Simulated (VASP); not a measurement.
# W (Fmmm) in VASP: further runs, part 2 of 2

VASP 6.6.1.

## (3) Single point, PBE (strain +0.0125 x Voigt [0, 0, 0, 1, 0, 0])

Input file INCAR:

```
SYSTEM = W
PREC = Accurate
ENCUT = 500
EDIFF = 1E-6
ISMEAR = 0
SIGMA = 0.15
LREAL = .FALSE.
LASPH = .TRUE.
NELM = 120
ALGO = Normal
ISIF = 2
LWAVE = .FALSE.
LCHARG = .TRUE.
GGA = PE
LELF = .TRUE.
LVHAR = .TRUE.
NBANDS = 13
GGA_COMPAT = .FALSE.
```

Input file KPOINTS:

```
regular mesh
0
G
  26 26 26
  0 0 0
```

Input file POSCAR:

```
W
1.0
   -1.5917793224      1.6017279432      1.6017279432
    1.5917793224     -1.5818307016      1.5818307016
    1.5917793224      1.5818307016     -1.5818307016
W
1
Direct
    0.0000000000      0.0000000000      0.0000000000
```

Potentials or basis: VASP PAW PBE potentials, release 64 (W_sv).

Launch:

```sh
cat potpaw_PBE.64/W_sv/POTCAR > POTCAR
mpirun -np 1 vasp_std > vasp.out
```

OUTCAR:

```text
SYSTEM = W
   PREC = Accurate
   ENCUT = 500
   EDIFF = 1E-6
   ISMEAR = 0
   LREAL = .FALSE.
   LASPH = .TRUE.
   NELM = 120
   ISIF = 2
   GGA = PE

 ion  position               nearest neighbor table
   1  0.000  0.000  0.000-

  LATTYP: Found a face centered orthorhombic cell.
 ALAT       =     3.1835586448
 B/A-ratio  =     1.4053747276
 C/A-ratio  =     1.4230523972

  Lattice vectors:

 A1 = (   0.0000000000,   3.1835586448,   0.0198972416)
 A2 = (   1.5917793224,   1.6017279432,   1.6017279432)
 A3 = (   1.5917793224,   1.5818307016,  -1.5818307016)

Analysis of symmetry for initial positions (statically):
=====================================================================
 Subroutine PRICEL returns:
 Original cell was already a primitive cell.

 Routine SETGRP: Setting up the symmetry group for a
 face centered orthorhombic supercell.

 Subroutine GETGRP returns: Found  8 space group operations
 (whereof  8 operations were pure point group operations)
 out of a pool of  8 trial point group operations.

The static configuration has the point symmetry D_2h.

Analysis of symmetry for dynamics (positions and initial velocities):
=====================================================================
 Subroutine PRICEL returns:
 Original cell was already a primitive cell.

 Routine SETGRP: Setting up the symmetry group for a
 face centered orthorhombic supercell.

 Subroutine GETGRP returns: Found  8 space group operations
 (whereof  8 operations were pure point group operations)
 out of a pool of  8 trial point group operations.

The dynamic configuration has the point symmetry D_2h.

 Subroutine INISYM returns: Found  8 space group operations
 (whereof  8 operations are pure point group operations),
 and found     1 'primitive' translations

[... 117 lines left out ...]
   GGA     = PE    functional components
   LHFCALC =     F    Hartree Fock is set to
   AEXX    =    0.0000 exact exchange contribution
   IVDW    =     0    specifies the selected vdW correction
   LEPSILON=     F    determine dielectric tensor
   LRPA    =     F    only Hartree local field effects (RPA)
 non-spin polarized calculation
 Gauss-broadening in eV      SIGMA  =   0.15
  energy-cutoff  :      500.00
  volume of cell :       16.13
 maximum number of plane-waves:       424
   NGX =  9   NGY =  9   NGZ =  9

 number of electron      14.0000000 magnetization

 Free energy of the ion-electron system (eV)
  ---------------------------------------------------
  ext. energy  EPLUGINS =         0.00000000
  ---------------------------------------------------
  free energy    TOTEN  =       -12.95603791 eV

  energy without entropy =      -12.95087079  energy(sigma->0) =      -12.95345435

 E-fermi :  11.1935     XC(G=0): -13.5419

 val. band max:       11.1921972055   @ k =   0.0385   0.4615   0.0769
 cond. band min:      11.1949592791   @ k =  -0.0000   0.5000   0.4231
 fundamental gap:      0.0027620735
 Fermi energy:        11.1934896334

 k-point     1 :       0.0000    0.0000    0.0000
  band No.  band energies     occupation
      1     -63.0171      2.00000
      2     -26.6228      2.00000
      3     -26.6035      2.00000
      4     -26.5851      2.00000
      5       1.6517      2.00000
      6       9.8819      2.00000
      7       9.9858      2.00000
      8      10.0997      2.00000
      9      13.4117      0.00000
     10      13.4171      0.00000
     11      25.5546      0.00000
     12      25.6694      0.00000
     13      25.7832      0.00000
[... 354 lines left out ...]
  band No.  band energies     occupation
      1     -62.9180      2.00000
      2     -27.6172      2.00000
      3     -26.9222      2.00000
      4     -26.6020      2.00000
      5       5.0116      2.00000
      6       7.9896      2.00000
      7       9.9845      2.00000
      8      13.3027      0.00000
      9      14.0888      0.00000
     10      15.3127      0.00000
     11      23.8051      0.00000
     12      24.2294      0.00000
     13      30.4705      0.00000

 [... further k-points ...]

------------------------ aborting loop because EDIFF is reached ----------------------------------------

  FORCE on cell =-STRESS in cart. coord.  units (eV):
  Direction    XX          YY          ZZ          XY          YZ          ZX
  --------------------------------------------------------------------------------------
  -------------------------------------------------------------------------------------
  Total        0.0562783      0.0541516      0.0541516     -0.0000000     -0.1821692     -0.0000000
  in kB        5.5893361      5.3781183      5.3781183     -0.0000000    -18.0923092     -0.0000000
  external PRESSURE =       5.4485242 kB  Pullay stress =       0.0000000 kB

 VOLUME and BASIS-vectors are now :
 -----------------------------------------------------------------------------
  energy-cutoff  :      500.00
  volume of cell :       16.13
      direct lattice vectors                 reciprocal lattice vectors
    -1.591779322  1.601727943  1.601727943     0.000000000  0.312162875  0.312162875
     1.591779322 -1.581830702  1.581830702     0.314113893 -0.001963289  0.314126164
     1.591779322  1.581830702 -1.581830702     0.314113893  0.314126164 -0.001963289

 POSITION                                       TOTAL-FORCE (eV/Angst)
 -----------------------------------------------------------------------------------
      0.00000      0.00000      0.00000        -0.000000      0.000000      0.000000
 -----------------------------------------------------------------------------------
    total drift:                                0.000000     -0.000000     -0.000000

  FREE ENERGIE OF THE ION-ELECTRON SYSTEM (eV)
  ---------------------------------------------------
  free  energy   TOTEN  =       -12.9560379070 eV

  energy  without entropy=      -12.9508707937  energy(sigma->0) =      -12.95345435
```

Run time: 7 min. Hardware: 1 thread of Oxide Virtual Turin-like, shared host; peak memory 0.49 GiB.

Results:

```
Free energy            : -12.9560 eV
Pressure               : 0.5 GPa
Band gap on the k mesh : zero (bands 7 and 8 overlap by 6.04 eV)
```

Levels at points of the mesh, in eV from the Fermi level:
| k point | band 5 | band 6 | band 7 | band 8 | band 9 | band 10 |
| --- | --- | --- | --- | --- | --- | --- |
| (0.00, 0.00, 0.00) | -9.54 | -1.31 | -1.21 | -1.09 | 2.22 | 2.22 |
| (0.50, 0.00, 0.00) | -6.18 | -3.52 | 0.51 | 2.18 | 3.16 | 5.91 |
| (0.00, 0.50, 0.00) | -6.16 | -3.49 | 0.62 | 2.10 | 3.06 | 5.99 |
| (0.00, 0.50, 0.50) | -6.15 | -3.45 | 0.72 | 2.02 | 2.96 | 6.08 |
| (0.50, 0.50, 0.50) | -5.70 | -5.70 | 4.90 | 5.03 | 5.17 | 8.03 |

Caveat: the cell differs from its parent crystal (strain +0.0125 x Voigt [0, 0, 0, 1, 0, 0]); spin-orbit coupling is left out, which moves the levels of the heavy elements.

## (4) Single point, PBE (strain +0.0075 x Voigt [0, 0, 0, 1, 0, 0])

Input file INCAR:

```
ALGO = Normal ; EDIFF = 1E-6
ENCUT = 500 ; GGA = PE
GGA_COMPAT = F ; ISIF = 2
ISMEAR = 0 ; LASPH = T
LCHARG = F ; LREAL = F
LWAVE = F ; NBANDS = 13
NELM = 120 ; PREC = Accurate
SIGMA = 0.15
```

Input file KPOINTS:

```
k-points
0
Gamma
  26 26 26
```

Input file POSCAR:

```
W
1.0
   -1.5917793224      1.5977484949      1.5977484949
    1.5917793224     -1.5858101499      1.5858101499
    1.5917793224      1.5858101499     -1.5858101499
W
1
Direct
    0.0000000000      0.0000000000      0.0000000000
```

Launch:

```sh
cat potpaw_PBE.64/W_sv/POTCAR > POTCAR
mpirun -np 1 vasp_std > vasp.out
```

Run time: 9.6 min. Hardware: 1 thread of Oxide Virtual Turin-like, shared host; peak memory 0.48 GiB.

It converged, with:

* Free energy: -12.9568 eV
* Pressure: 0.5 GPa
* Band gap on the k mesh: zero (bands 7 and 8 overlap by 6.14 eV)

Stress tensor (GPa, compression positive):
```
 0.52  0.00  0.00
 0.00  0.52 -1.08
 0.00 -1.08  0.52
```

Levels at points of the mesh, in eV from the Fermi level:
```csv
k point,band 4,band 5,band 6,band 7,band 8,band 9,band 10,band 11
"(0.00, 0.00, 0.00)",-37.79,-9.54,-1.27,-1.20,-1.14,2.22,2.22,14.41
"(0.50, 0.00, 0.00)",-37.80,-6.17,-3.51,0.55,2.15,3.12,5.94,10.70
"(0.00, 0.50, 0.00)",-37.80,-6.17,-3.49,0.62,2.10,3.06,5.99,10.80
"(0.00, 0.50, 0.50)",-37.81,-6.16,-3.47,0.68,2.05,3.00,6.04,10.90
"(0.50, 0.50, 0.50)",-38.64,-5.70,-5.70,4.95,5.04,5.12,8.06,8.10
```

Caveat: the cell differs from its parent crystal (strain +0.0075 x Voigt [0, 0, 0, 1, 0, 0]); spin-orbit coupling is left out, which moves the levels of the heavy elements.

## (5) Single point, PBE (strain +0.0025 x Voigt [0, 0, 0, 1, 0, 0])

Input file INCAR:

```
PREC = Accurate
ENCUT = 500
EDIFF = 1E-6
ISMEAR = 0
SIGMA = 0.15
LREAL = F
LASPH = T
NELM = 120
ALGO = Normal
ISIF = 2
LWAVE = F
LCHARG = T
GGA = PE
LELF = T
LVHAR = T
NBANDS = 13
GGA_COMPAT = F
```

Input file KPOINTS:

```
Automatic mesh
0
Gamma
  26 26 26
```

Input file POSCAR:

```
W
1.0
   -1.5917793224      1.5937690466      1.5937690466
    1.5917793224     -1.5897895982      1.5897895982
    1.5917793224      1.5897895982     -1.5897895982
W
1
Direct
    0.0000000000      0.0000000000      0.0000000000
```

Launch:

```sh
cat potpaw_PBE.64/W_sv/POTCAR > POTCAR
mpirun -np 1 vasp_std > vasp.out
```

It took 10 min on 1 thread of Oxide Virtual Turin-like, shared host; peak memory 0.48 GiB.

It converged, with:

* Free energy: -12.9571 eV
* Pressure: 0.5 GPa
* Band gap on the k mesh: zero (bands 7 and 8 overlap by 6.19 eV)

Stress tensor (GPa, compression positive):
```
 0.51  0.00  0.00
 0.00  0.50 -0.36
 0.00 -0.36  0.50
```

Levels at points of the mesh, in eV from the Fermi level:
| k point | band 5 | band 6 | band 7 | band 8 | band 9 | band 10 |
| --- | --- | --- | --- | --- | --- | --- |
| (0.00, 0.00, 0.00) | -9.54 | -1.22 | -1.20 | -1.18 | 2.22 | 2.22 |
| (0.50, 0.00, 0.00) | -6.17 | -3.49 | 0.60 | 2.12 | 3.08 | 5.97 |
| (0.00, 0.50, 0.00) | -6.17 | -3.49 | 0.62 | 2.10 | 3.06 | 5.99 |
| (0.00, 0.50, 0.50) | -6.16 | -3.48 | 0.64 | 2.08 | 3.04 | 6.01 |
| (0.50, 0.50, 0.50) | -5.70 | -5.70 | 5.01 | 5.04 | 5.06 | 8.09 |

Caveat: the cell differs from its parent crystal (strain +0.0025 x Voigt [0, 0, 0, 1, 0, 0]); spin-orbit coupling is left out, which moves the levels of the heavy elements.

## (6) Summary

```tsv
cell	gap on the mesh (eV)	pressure (GPa)
a = 2.773, b = 2.741, c = 2.741 Å, angles 109.0, 109.5, 109.5°, 1 atom	none	0.6
a = 2.769, b = 2.746, c = 2.746 Å, angles 109.1, 109.5, 109.5°, 1 atom	none	0.5
a = 2.764, b = 2.750, c = 2.750 Å, angles 109.3, 109.5, 109.5°, 1 atom	none	0.5
a = 2.759, b = 2.755, c = 2.755 Å, angles 109.4, 109.5, 109.5°, 1 atom	none	0.5
```

Alike in all rows: task single point; level PBE; potentials or basis VASP PAW PBE potentials, release 64 (W_sv); no spin polarisation; k mesh 26 × 26 × 26; cutoff (eV) 500; smearing gaussian 0.15 eV.

Caveats: spin-orbit coupling is left out, which moves the levels of the heavy elements.

Absolute energies hang on the potentials; compare differences alone.
